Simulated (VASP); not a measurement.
Input of a VASP 6.6.1 run:

Contents of INCAR:

```
ALGO = Normal ; EDIFF = 1E-6
ENCUT = 500 ; GGA_COMPAT = False
ISIF = 2 ; ISMEAR = 0
LASPH = True ; LCHARG = False
LREAL = False ; LWAVE = False
NBANDS = 20 ; NELM = 120
PREC = Accurate ; SIGMA = 0.1
```

Contents of KPOINTS:

```
k-points
0
Gamma
  6 6 4
```

File POSCAR:

```
TiMo
1.0
    1.5935720000     -2.3604228448      0.0000000000
    1.5935720000      2.3604228448      0.0000000000
    0.0000000000      0.0000000000      4.2507215034
Ti Mo
1 1
Direct
    0.5000000000      0.5000000000      0.5000000000
    0.0000000000      0.0000000000      0.0000000000
```

Potentials or basis: VASP PAW LDA potentials, release 64 (Ti_sv, Mo_sv).

Command:

```sh
$ cat potpaw_LDA.64/Ti_sv/POTCAR potpaw_LDA.64/Mo_sv/POTCAR > POTCAR
$ mpirun -np 1 vasp_std > vasp.out
```

(1) What does it give for the pressure?

(2) Predict the band gap on the k mesh.

Answers

(1) -11.0 GPa.

(2) zero (bands 13 and 14 overlap by 2.47 eV).

Caveat: the k points lie up to 0.40 Å⁻¹ apart, too coarse for converged energies and pressures of a metal.
